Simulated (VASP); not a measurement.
Set up this calculation in VASP 6.6.1, as the native input.

```
Task                   : single point
Functional             : LDA
Potentials or basis    : VASP PAW LDA potentials, release 64 (Li_sv, Mg, B, N)
Cutoff                 : 520 eV
k mesh                 : 12 × 12 × 12
Occupations            : gaussian, width 0.05 eV
Spin                   : no spin polarisation
Dipole correction      : no
Further INCAR settings : ALGO = Normal; EDIFF = 1e-06; NBANDS = 17
```

The structure of LiMgBN2 lies in POSCAR:

```
LiMgBN2
1.0
   -2.0159611872      2.0159611872      3.9872483334
    2.0159611872     -2.0159611872      3.9872483334
    2.0159611872      2.0159611872     -3.9872483334
Li Mg B N
1 1 1 2
Direct
    0.2500000000      0.7500000000      0.5000000000
    0.7500000000      0.2500000000      0.5000000000
    0.5000000000      0.5000000000      0.0000000000
    0.6512635000      0.6512635000      0.0000000000
    0.3487365000      0.3487365000      0.0000000000
```

This cell differs from its parent crystal: ratio of the length along z to the lengths across it x 0.85, volume and fractional coordinates fixed.

One way to write it, as run:

INCAR

```
ALGO = Normal ; EDIFF = 1E-6
ENCUT = 520 ; ISIF = 2
ISMEAR = 0 ; LASPH = True
LCHARG = True ; LELF = True
LREAL = False ; LVHAR = True
LWAVE = False ; NBANDS = 17
NELM = 100 ; PREC = Accurate
SIGMA = 0.05
```

KPOINTS

```
k-points
0
Gamma
  12 12 12
```

Potentials or basis: VASP PAW LDA potentials, release 64 (Li_sv, Mg, B, N).

The run is started by

```bash
$ cat potpaw_LDA.64/Li_sv/POTCAR potpaw_LDA.64/Mg/POTCAR potpaw_LDA.64/B/POTCAR potpaw_LDA.64/N/POTCAR > POTCAR
$ mpirun -np 1 vasp_std > vasp.out
```

Results of the run:

- Largest force: 10.738 eV/Å
- Band gap on the k mesh: 2.15 eV (least direct gap 2.86 eV)

Caveat: forces of over 1 eV/Å act on the atoms, so gaps and moduli don't describe the material at rest.

It took 4.7 min on 1 thread of Oxide Virtual Turin-like Processor, on a shared host, peak memory 0.29 GiB.
